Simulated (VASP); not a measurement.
HfO2:

```
Hf O
1.0
     5.11291    0.00000    0.00000
     0.00000    4.90260    0.00000
     0.00000    0.00000    4.92995
Hf O
4 8
Direct
  0.96699 0.73252 0.74144
  0.53301 0.73252 0.24144
  0.46699 0.26748 0.74144
  0.03301 0.26748 0.24144
  0.63213 0.92865 0.87927
  0.86787 0.92865 0.37927
  0.23395 0.53988 0.49229
  0.26605 0.53988 0.99229
  0.76605 0.46012 0.99229
  0.73395 0.46012 0.49229
  0.13213 0.07135 0.87927
  0.36787 0.07135 0.37927
```

Program: VASP 6.6.1. Alike in all runs: task single point; potentials or basis VASP PAW PBE potentials, release 64 (Hf_pv, O); no spin polarisation; cell as given; k mesh 5 × 6 × 5; cutoff (eV) 520; smearing fermi-dirac 0.05 eV.

Task: Order these runs on this cell by their band gap on the k mesh, lowest first.
A. level SVWN5
B. level r2SCAN+D4
C. level BLYP+D3(BJ)

Result: A (4.46 eV), C (4.71 eV), B (5.19 eV).

Caveats: spin-orbit coupling is left out, which moves the levels of the heavy elements.

A k mesh can miss the band edges.
